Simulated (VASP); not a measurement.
# Sn (P2_1/m) in VASP: single point with r2SCAN

Aim: the single point of Sn with r2SCAN.

All numbers are computed with VASP 6.6.1; they aren't measurements. Logs are shortened: lines on timing, memory, paths and dates and some standing lists are left out, and cuts for length are marked.

## Step 1: The cell of the first run

It takes space group P2_1/m (No. 11, monoclinic). Conventional cell: a = 4.625 Å, b = 7.614 Å, c = 4.635 Å, α = 90.00°, β = 119.78°, γ = 90.00°. Sn (site symmetry 1) has 4 Sn at 2.84 to 2.85 Å within 3.7 Å.

## Step 2: Single point, r2SCAN (shear xy strain -0.5%)

Input file POSCAR:

```
Sn
1.0
    4.6349415825     -0.0120508481      0.0000000000
   -2.3279071318      4.0200025795      0.0000000000
    0.0000000000      0.0000000000      7.6138918509
Sn
4
Direct
    0.3338339306      0.6666668404      0.0002491854
    0.6661660694      0.3333331596      0.5002491854
    0.3338339306      0.6666668404      0.3747508146
    0.6661660694      0.3333331596      0.8747508146
```

Input file INCAR.step1:

```
SYSTEM = Sn
PREC = Accurate
ENCUT = 520
ISMEAR = -1
SIGMA = 0.02
LREAL = .FALSE.
LASPH = .TRUE.
NELM = 100
NBANDS = 36
GGA = PE
ALGO = Normal
EDIFF = 1E-4
LWAVE = .TRUE.
LCHARG = .FALSE.
```

Input file INCAR.step2:

```
SYSTEM = Sn
PREC = Accurate
ENCUT = 520
EDIFF = 1E-7
ISMEAR = -1
SIGMA = 0.02
LREAL = .FALSE.
LASPH = .TRUE.
NELM = 100
ALGO = Normal
ISIF = 2
LWAVE = .FALSE.
LCHARG = .FALSE.
METAGGA = R2SCAN
LMIXTAU = .TRUE.
NBANDS = 36
ISTART = 1
```

Input file KPOINTS:

```
regular mesh
0
G
  6 6 4
  0 0 0
```

Potentials or basis: VASP PAW PBE potentials, release 64 (Sn_d).

Command:

```console
> cat potpaw_PBE.64/Sn_d/POTCAR > POTCAR
> cp INCAR.step1 INCAR
> mpirun -np 1 vasp_std > vasp.out
> cp INCAR.step2 INCAR
> mpirun -np 1 vasp_std > vasp.out
```

OUTCAR:

```text
SYSTEM = Sn
   PREC = Accurate
   ENCUT = 520
   EDIFF = 1E-7
   ISMEAR = -1
   LREAL = .FALSE.
   LASPH = .TRUE.
   NELM = 100
   ISIF = 2
   METAGGA = R2SCAN
   ISTART = 1

 ion  position               nearest neighbor table
   1  0.334  0.667  0.000-   4 2.84   4 2.84   4 2.84   3 2.85
   2  0.666  0.333  0.500-   3 2.84   3 2.84   3 2.84   4 2.85
   3  0.334  0.667  0.375-   2 2.84   2 2.84   2 2.84   1 2.85
   4  0.666  0.333  0.875-   1 2.84   1 2.84   1 2.84   2 2.85

  LATTYP: Found a simple monoclinic cell.
 ALAT       =     4.6245091672
 B/A-ratio  =     1.6464216148
 C/A-ratio  =     1.0022592844
 COS(beta)  =    -0.4966161663

  Lattice vectors:

 A1 = (   2.3070344507,   4.0079517314,   0.0000000000)
 A2 = (   0.0000000000,   0.0000000000,  -7.6138918509)
 A3 = (  -4.6349415825,   0.0120508481,   0.0000000000)

Analysis of symmetry for initial positions (statically):
=====================================================================
 Subroutine PRICEL returns:
 Original cell was already a primitive cell.

 Routine SETGRP: Setting up the symmetry group for a
 simple monoclinic supercell.

 Subroutine GETGRP returns: Found  4 space group operations
 (whereof  1 operations were pure point group operations)
 out of a pool of  4 trial point group operations.

The static configuration has the point symmetry C_1 .
 The point group associated with its full space group is C_2h.

Analysis of symmetry for dynamics (positions and initial velocities):
=====================================================================
 Subroutine PRICEL returns:
 Original cell was already a primitive cell.

 Routine SETGRP: Setting up the symmetry group for a
 simple monoclinic supercell.

 Subroutine GETGRP returns: Found  4 space group operations
 (whereof  1 operations were pure point group operations)
 out of a pool of  4 trial point group operations.

The dynamic configuration has the point symmetry C_1 .
 The point group associated with its full space group is C_2h.

 Subroutine INISYM returns: Found  4 space group operations
 (whereof  1 operations are pure point group operations),
 and found     1 'primitive' translations

[... 90 lines left out ...]
   ISTART =      1    job   : 0-new  1-cont  2-samecut
   ICHARG =      0    charge: 1-file 2-atom 10-const
   ISPIN  =      1    spin polarized calculation?
   LNONCOLLINEAR =      F non collinear calculations
   LSORBIT =      F    spin-orbit coupling
   LASPH  =      T    aspherical Exc in radial PAW
   ENCUT  =  520.0 eV  38.22 Ry    6.18 a.u.   8.62  8.64 14.16*2*pi/ulx,y,z
   NELM   =    100;   NELMIN=  2; NELMDL=  0     # of ELM steps
   EDIFF  = 0.1E-06   stopping-criterion for ELM
   LREAL  =      F    real-space projection
   EDIFFG = 0.1E-05   stopping-criterion for IOM
   NSW    =      0    number of steps for IOM
   IBRION =     -1    ionic relax: 0-MD 1-quasi-New 2-CG
   NFREE  =      0    steps in history (QN), initial steepest desc. (CG)
   ISIF   =      2    stress and relaxation
   ISYM   =      2    0-nonsym 1-usesym 2-fastsym
   POTIM  = 0.5000    time-step for ionic-motion
   TEBEG  =    0.0;   TEEND  =   0.0 temperature during run
   PSTRESS=    0.0 pullay stress
   NELECT =      56.0000    total number of electrons
   NUPDOWN=      -1.0000    fix difference up-down
   EMIN   =  10.00;   EMAX   =-10.00  energy-range for DOS
   EFERMI =   0.00;   METHOD = LEGACY
   ISMEAR =    -1;   SIGMA  =   0.02  broadening in eV -4-tet -1-fermi 0-gaus
   EFERMI_NEDOS =   21; number of points for ismear=-14 and -15
   IALGO  =     38    algorithm
   IMIX   =      4    mixing-type and parameters
     AMIX     =   0.40;   BMIX     =  1.00
     AMIX_MAG =   1.60;   BMIX_MAG =  1.00
  volume/ion in A,a.u.               =      35.41       238.98
  Fermi-wavevector in a.u.,A,eV,Ry     =   1.201517  2.270538 19.641952  1.443643
  Thomas-Fermi vector in A             =   2.337324
   LORBIT       =      0    0 simple, 1 ext, 2 COOP (PROOUT), +10 PAW based schemes
   METAGGA = R2SCAN    functional components
   LHFCALC =     F    Hartree Fock is set to
   AEXX    =    0.0000 exact exchange contribution
   IVDW    =     0    specifies the selected vdW correction
   LEPSILON=     F    determine dielectric tensor
   LRPA    =     F    only Hartree local field effects (RPA)
 non-spin polarized calculation
  energy-cutoff  :      520.00
  volume of cell :      141.65
 maximum number of plane-waves:      3844
 NGX is ok and might be reduce to    36
   NGX = 17   NGY = 17   NGZ = 29

 number of electron      56.0000009 magnetization

 Free energy of the ion-electron system (eV)
  ---------------------------------------------------
  ext. energy  EPLUGINS =         0.00000000
  ---------------------------------------------------
  free energy    TOTEN  =       -98.90446580 eV

  energy without entropy =      -98.90431532  energy(sigma->0) =      -98.90439056

 E-fermi :   5.1876     XC(G=0):  -9.4149

 val. band max:        5.1268083784   @ k =   0.0000   0.0000   0.0000
 cond. band min:       5.2588232908   @ k =   0.0000   0.0000   0.2500
 fundamental gap:      0.1320149124
 Fermi energy:         5.1875944818

 k-point     1 :       0.0000    0.0000    0.0000
  band No.  band energies     occupation
      1     -17.1750      2.00000
      2     -17.1718      2.00000
      3     -17.1243      2.00000
      4     -17.1216      2.00000
      5     -17.1176      2.00000
      6     -17.1021      2.00000
[... 925 lines left out ...]
     35      12.1455      0.00000
     36      13.3285      0.00000

 [... further k-points ...]

------------------------ aborting loop because EDIFF is reached ----------------------------------------

  FORCE on cell =-STRESS in cart. coord.  units (eV):
  Direction    XX          YY          ZZ          XY          YZ          ZX
  --------------------------------------------------------------------------------------
  -------------------------------------------------------------------------------------
  Total       -0.0286824     -0.0280615     -0.0352772      0.1240879      0.0000000      0.0000000
  in kB       -0.3244167     -0.3173940     -0.3990079      1.4035151      0.0000000      0.0000000
  external PRESSURE =      -0.3469395 kB  Pullay stress =       0.0000000 kB

 VOLUME and BASIS-vectors are now :
 -----------------------------------------------------------------------------
  energy-cutoff  :      520.00
  volume of cell :      141.65
      direct lattice vectors                 reciprocal lattice vectors
     4.634941582 -0.012050848  0.000000000     0.216077779  0.125126537  0.000000000
    -2.327907132  4.020002579  0.000000000     0.000647741  0.249131154  0.000000000
     0.000000000  0.000000000  7.613891851     0.000000000  0.000000000  0.131338876

 POSITION                                       TOTAL-FORCE (eV/Angst)
 -----------------------------------------------------------------------------------
     -0.00464      2.67598      0.00190         0.000215      0.000181     -0.000051
      2.31167      1.33197      3.80884        -0.000215     -0.000181     -0.000051
     -0.00464      2.67598      2.85331         0.000215      0.000181      0.000051
      2.31167      1.33197      6.66026        -0.000215     -0.000181      0.000051
 -----------------------------------------------------------------------------------
    total drift:                               -0.000000      0.000000     -0.000000

  FREE ENERGIE OF THE ION-ELECTRON SYSTEM (eV)
  ---------------------------------------------------
  free  energy   TOTEN  =       -98.9044658048 eV

  energy  without entropy=      -98.9043153170  energy(sigma->0) =      -98.90439056
```

OSZICAR.step1:

```text
N       E                     dE             d eps       ncg     rms          rms(c)
DAV:   1     0.559583575216E+03    0.55958E+03   -0.28695E+04  4368   0.225E+03
DAV:   2     0.628620076715E+02   -0.49672E+03   -0.48926E+03  4320   0.571E+02
DAV:   3    -0.118058969174E+02   -0.74668E+02   -0.73755E+02  4904   0.197E+02
DAV:   4    -0.152784830582E+02   -0.34726E+01   -0.34643E+01  4888   0.476E+01
DAV:   5    -0.153804703510E+02   -0.10199E+00   -0.10197E+00  5528   0.825E+00    0.433E+00
DAV:   6    -0.153052670948E+02    0.75203E-01   -0.67915E-02  5672   0.232E+00    0.256E+00
DAV:   7    -0.152677803836E+02    0.37487E-01   -0.97663E-02  4644   0.265E+00    0.233E-01
DAV:   8    -0.152720043904E+02   -0.42240E-02   -0.15672E-02  4788   0.125E+00    0.665E-02
DAV:   9    -0.152723038356E+02   -0.29945E-03   -0.81424E-04  5304   0.263E-01    0.396E-02
DAV:  10    -0.152725947572E+02   -0.29092E-03   -0.54662E-04  3644   0.127E-01    0.109E-02
DAV:  11    -0.152726039993E+02   -0.92421E-05   -0.22177E-05  2948   0.326E-02
   1 F= -.15272604E+02 E0= -.15272216E+02  d E =-.776202E-03
```

Run time: 6.1 min. Hardware: 1 thread of Intel Xeon 6975P-C (Granite Rapids), shared host; peak memory 0.42 GiB.

Results:

```
Free energy            : -98.9045 eV
Pressure               : 0.0 GPa
Band gap on the k mesh : 0.13 eV, indirect (least direct gap 0.17 eV)
```

Stress tensor (GPa, compression positive):
```
-0.03  0.14  0.00
 0.14 -0.03  0.00
 0.00  0.00 -0.04
```

Levels at points of the mesh, in eV from the valence-band top:
| k point | band 25 | band 26 | band 27 | band 28 | band 29 | band 30 | band 31 | band 32 |
| --- | --- | --- | --- | --- | --- | --- | --- | --- |
| (0.00, 0.00, 0.00) | -1.15 | -0.46 | -0.03 | 0.00 | 0.17 | 0.21 | 2.12 | 2.13 |
| (0.50, 0.00, 0.00) | -3.58 | -2.49 | -2.10 | -1.15 | 0.79 | 1.43 | 3.38 | 3.42 |
| (0.00, 0.50, 0.00) | -3.58 | -2.47 | -2.11 | -1.13 | 0.82 | 1.47 | 3.39 | 3.44 |
| (0.50, 0.50, 0.00) | -3.58 | -2.44 | -2.11 | -1.11 | 0.85 | 1.50 | 3.40 | 3.45 |
| (0.00, 0.00, 0.50) | -0.65 | -0.65 | -0.62 | -0.62 | 0.57 | 0.57 | 3.07 | 3.07 |
| (0.50, 0.00, 0.50) | -2.02 | -2.02 | -1.94 | -1.94 | 0.67 | 0.67 | 2.21 | 2.21 |
| (0.00, 0.50, 0.50) | -2.02 | -2.02 | -1.92 | -1.92 | 0.68 | 0.68 | 2.22 | 2.22 |
| (0.50, 0.50, 0.50) | -2.02 | -2.02 | -1.89 | -1.89 | 0.70 | 0.70 | 2.23 | 2.23 |

Caveat: the cell differs from its parent crystal (shear xy strain -0.5%); the PAW data sets were made with another functional, which shifts forces and pressure a little; spin-orbit coupling is left out, which moves the levels of the heavy elements. A k mesh can miss the band edges.
